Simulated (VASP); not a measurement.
# KPt (P-6m2) in VASP: single point with r2SCAN

Aim: the single point of KPt with r2SCAN.

All numbers are computed with VASP 6.6.1; they aren't measurements. Logs are shortened: lines on timing, memory, paths and dates and some standing lists are left out, and cuts for length are marked.

**1. The cell of the first run**

The structure is hexagonal, space group P-6m2 (No. 187). Conventional cell: a = 3.001 Å, b = 3.001 Å, c = 5.346 Å, α = 90.00°, β = 90.00°, γ = 120.00°. K (site symmetry -6m2) has 6 K at 3.00 Å and 6 Pt at 3.19 Å within 4.0 Å. Pt (site symmetry -6m2) has 6 Pt at 3.00 Å and 6 K at 3.19 Å within 4.0 Å.

**2. Single point, r2SCAN**

File POSCAR:

```
KPt
1.0
    3.0008470000      0.0000000000      0.0000000000
   -1.5004240000      2.5988100000      0.0000000000
    0.0000000000      0.0000000000      5.3455780000
K Pt
1 1
Direct
    0.3333333333      0.6666666667      0.5000000000
    0.0000000000      0.0000000000      0.0000000000
```

File INCAR.step1:

```
PREC = Accurate
ENCUT = 520
ISMEAR = -1
SIGMA = 0.1
LREAL = F
LASPH = T
NELM = 100
ISYM = 0
NBANDS = 16
GGA = PE
ALGO = Normal
EDIFF = 1E-4
LWAVE = T
LCHARG = F
```

File INCAR.step2:

```
PREC = Accurate
ENCUT = 520
EDIFF = 1E-6
ISMEAR = -1
SIGMA = 0.1
LREAL = F
LASPH = T
NELM = 100
ALGO = Normal
ISIF = 2
LWAVE = F
LCHARG = F
METAGGA = R2SCAN
LMIXTAU = T
ISYM = 0
NBANDS = 16
ISTART = 1
```

File KPOINTS:

```
Automatic mesh
0
Gamma
  7 7 4
  0.5 0.5 0.5
```

Potentials or basis: VASP PAW PBE potentials, release 64 (K_sv, Pt).

Launch:

```console
$ cat potpaw_PBE.64/K_sv/POTCAR potpaw_PBE.64/Pt/POTCAR > POTCAR
$ cp INCAR.step1 INCAR
$ mpirun -np 1 vasp_std > vasp.out
$ cp INCAR.step2 INCAR
$ mpirun -np 1 vasp_std > vasp.out
```

OUTCAR:

```text
PREC = Accurate
   ENCUT = 520
   EDIFF = 1E-6
   ISMEAR = -1
   LREAL = F
   LASPH = T
   NELM = 100
   ISIF = 2
   METAGGA = R2SCAN
   ISYM = 0
   ISTART = 1

 ion  position               nearest neighbor table
   1  0.333  0.667  0.500-   2 3.19   2 3.19   2 3.19   2 3.19   2 3.19   2 3.19
   2  0.000  0.000  0.000-   1 3.19   1 3.19   1 3.19   1 3.19   1 3.19   1 3.19

IMPORTANT INFORMATION: All symmetrisations will be switched off!
NOSYMM: (Re-)initialisation of all symmetry stuff for point group C_1.

----------------------------------------------------------------------------------------

                                     Primitive cell

  volume of cell :      41.6882

  direct lattice vectors                    reciprocal lattice vectors
     3.000847000  0.000000000  0.000000000     0.333239249  0.192395814  0.000000000
    -1.500424000  2.598810000  0.000000000     0.000000000  0.384791501  0.000000000
     0.000000000  0.000000000  5.345578000     0.000000000  0.000000000  0.187070509

  length of vectors
     3.000847000  3.000847480  5.345578000     0.384791562  0.384791501  0.187070509

  position of ions in fractional coordinates (direct lattice)
     0.333333333  0.666666667  0.500000000
     0.000000000  0.000000000  0.000000000

  ion indices of the primitive-cell ions
   primitive index   ion index
                 1           1
                 2           2

----------------------------------------------------------------------------------------

 KPOINTS: Automatic mesh

Automatic generation of k-mesh.
 Grid dimensions read from file:
 generate k-points for:    7    7    4

 Generating k-lattice:

  Cartesian coordinates                     Fractional coordinates (reciprocal lattice)
     0.047605607  0.027485116  0.000000000     0.142857143  0.000000000  0.000000000
     0.000000000  0.054970214  0.000000000     0.000000000  0.142857143  0.000000000
     0.000000000  0.000000000  0.046767627     0.000000000  0.000000000  0.250000000

  Length of vectors
     0.054970223  0.054970214  0.046767627

  Shift w.r.t. Gamma in fractional coordinates (k-lattice)
     0.500000000  0.500000000  0.500000000

 Subroutine IBZKPT returns following result:
 ===========================================

 Found    294 irreducible k-points:

 Following reciprocal coordinates:
            Coordinates               Weight
[... 40 lines left out ...]
   LASPH  =      T    aspherical Exc in radial PAW
   ENCUT  =  520.0 eV  38.22 Ry    6.18 a.u.   5.58  5.58  9.94*2*pi/ulx,y,z
   NELM   =    100;   NELMIN=  2; NELMDL=  0     # of ELM steps
   EDIFF  = 0.1E-05   stopping-criterion for ELM
   LREAL  =      F    real-space projection
   EDIFFG = 0.1E-04   stopping-criterion for IOM
   NSW    =      0    number of steps for IOM
   IBRION =     -1    ionic relax: 0-MD 1-quasi-New 2-CG
   NFREE  =      0    steps in history (QN), initial steepest desc. (CG)
   ISIF   =      2    stress and relaxation
   ISYM   =      0    0-nonsym 1-usesym 2-fastsym
   POTIM  = 0.5000    time-step for ionic-motion
   TEBEG  =    0.0;   TEEND  =   0.0 temperature during run
   PSTRESS=    0.0 pullay stress
   NELECT =      19.0000    total number of electrons
   NUPDOWN=      -1.0000    fix difference up-down
   EMIN   =  10.00;   EMAX   =-10.00  energy-range for DOS
   EFERMI =   0.00;   METHOD = LEGACY
   ISMEAR =    -1;   SIGMA  =   0.10  broadening in eV -4-tet -1-fermi 0-gaus
   EFERMI_NEDOS =   21; number of points for ismear=-14 and -15
   IALGO  =     38    algorithm
   IMIX   =      4    mixing-type and parameters
     AMIX     =   0.40;   BMIX     =  1.00
     AMIX_MAG =   1.60;   BMIX_MAG =  1.00
  volume/ion in A,a.u.               =      20.84       140.66
  Fermi-wavevector in a.u.,A,eV,Ry     =   1.259858  2.380787 21.595749  1.587243
  Thomas-Fermi vector in A             =   2.393397
   LORBIT       =      0    0 simple, 1 ext, 2 COOP (PROOUT), +10 PAW based schemes
   METAGGA = R2SCAN    functional components
   LHFCALC =     F    Hartree Fock is set to
   AEXX    =    0.0000 exact exchange contribution
   IVDW    =     0    specifies the selected vdW correction
   LEPSILON=     F    determine dielectric tensor
   LRPA    =     F    only Hartree local field effects (RPA)
 non-spin polarized calculation
  energy-cutoff  :      520.00
  volume of cell :       41.69
 maximum number of plane-waves:      1138
   NGX = 11   NGY = 11   NGZ = 19

 number of electron      19.0000002 magnetization

 Free energy of the ion-electron system (eV)
  ---------------------------------------------------
  ext. energy  EPLUGINS =         0.00000000
  ---------------------------------------------------
  free energy    TOTEN  =       -57.14394088 eV

  energy without entropy =      -57.13183151  energy(sigma->0) =      -57.13788620

 E-fermi :   5.4658     XC(G=0): -11.2811

 val. band max:        5.1735423127   @ k =   0.0714  -0.0714   0.3750
 cond. band min:       5.5667884605   @ k =   0.0000   0.5000   0.3750
 fundamental gap:      0.3932461479
 Fermi energy:         5.4657614277

 k-point     1 :       0.0714    0.0714    0.1250
  band No.  band energies     occupation
      1     -28.4722      2.00000
      2     -10.9280      2.00000
      3     -10.5079      2.00000
      4     -10.2361      2.00000
      5      -0.6321      2.00000
      6       2.2617      2.00000
[... 433 lines left out ...]
      3     -10.6614      2.00000
      4     -10.5601      2.00000
      5       1.1171      2.00000
      6       2.1768      2.00000
[... 8 lines left out ...]
     15      14.1677      0.00000
     16      14.8952      0.00000

 [... further k-points ...]

------------------------ aborting loop because EDIFF is reached ----------------------------------------

  FORCE on cell =-STRESS in cart. coord.  units (eV):
  Direction    XX          YY          ZZ          XY          YZ          ZX
  --------------------------------------------------------------------------------------
  -------------------------------------------------------------------------------------
  Total       -0.6394402     -0.6394412     -0.4251616      0.0000015     -0.0000000     -0.0000002
  in kB      -24.5752225    -24.5752617    -16.3399813      0.0000588     -0.0000018     -0.0000087
  external PRESSURE =     -21.8301552 kB  Pullay stress =       0.0000000 kB

 VOLUME and BASIS-vectors are now :
 -----------------------------------------------------------------------------
  energy-cutoff  :      520.00
  volume of cell :       41.69
      direct lattice vectors                 reciprocal lattice vectors
     3.000847000  0.000000000  0.000000000     0.333239249  0.192395814  0.000000000
    -1.500424000  2.598810000  0.000000000     0.000000000  0.384791501  0.000000000
     0.000000000  0.000000000  5.345578000     0.000000000  0.000000000  0.187070509

 POSITION                                       TOTAL-FORCE (eV/Angst)
 -----------------------------------------------------------------------------------
     -0.00000      1.73254      2.67279         0.000001     -0.000001     -0.000000
      0.00000      0.00000      0.00000        -0.000001      0.000001      0.000000
 -----------------------------------------------------------------------------------
    total drift:                               -0.000001      0.000000      0.000000

  FREE ENERGIE OF THE ION-ELECTRON SYSTEM (eV)
  ---------------------------------------------------
  free  energy   TOTEN  =       -57.1439408807 eV

  energy  without entropy=      -57.1318315120  energy(sigma->0) =      -57.13788620
```

OUTCAR.step1:

```text
PREC = Accurate
   ENCUT = 520
   ISMEAR = -1
   LREAL = F
   LASPH = T
   NELM = 100
[... 637 lines left out ...]
 -----------------------------------------------------------------------------------
     -0.00000      1.73254      2.67279        -0.000000     -0.000002      0.000001
      0.00000      0.00000      0.00000         0.000000      0.000002     -0.000001
 -----------------------------------------------------------------------------------
    total drift:                               -0.000000      0.000005     -0.000001

  FREE ENERGIE OF THE ION-ELECTRON SYSTEM (eV)
  ---------------------------------------------------
  free  energy   TOTEN  =        -6.6235411194 eV

  energy  without entropy=       -6.6099010190  energy(sigma->0) =       -6.61672107
```

OSZICAR.step1:

```text
N       E                     dE             d eps       ncg     rms          rms(c)
DAV:   1     0.117559781818E+03    0.11756E+03   -0.90700E+03  9656   0.108E+03
DAV:   2    -0.235545708963E+01   -0.11992E+03   -0.11264E+03 12096   0.290E+02
DAV:   3    -0.695194897773E+01   -0.45965E+01   -0.45626E+01 16328   0.454E+01
DAV:   4    -0.699103608092E+01   -0.39087E-01   -0.39069E-01 11144   0.369E+00
DAV:   5    -0.699204563624E+01   -0.10096E-02   -0.10095E-02 14216   0.425E-01    0.887E+00
DAV:   6    -0.671351798378E+01    0.27853E+00   -0.82679E-01  9664   0.565E+00    0.448E+00
DAV:   7    -0.663694819922E+01    0.76570E-01   -0.95681E-02 12016   0.212E+00    0.313E+00
DAV:   8    -0.662465133575E+01    0.12297E-01   -0.71070E-02 12712   0.184E+00    0.625E-01
DAV:   9    -0.662353131724E+01    0.11200E-02   -0.55173E-03 11008   0.680E-01    0.128E-01
DAV:  10    -0.662354111944E+01   -0.98022E-05   -0.37780E-04 12024   0.139E-01
   1 F= -.66235411E+01 E0= -.66167211E+01  d E =-.136401E-01
```

Run time: 14 min. Hardware: 1 thread of AMD EPYC 7R13, shared host; peak memory 0.31 GiB.

Results:

```
Free energy            : -57.1439 eV
Pressure               : -2.2 GPa
Band gap on the k mesh : zero (an odd number of electrons rules out a gap without spin polarisation)
```

Caveat: the PAW data sets were made with another functional, which shifts forces and pressure a little; spin-orbit coupling is left out, which moves the levels of the heavy elements.
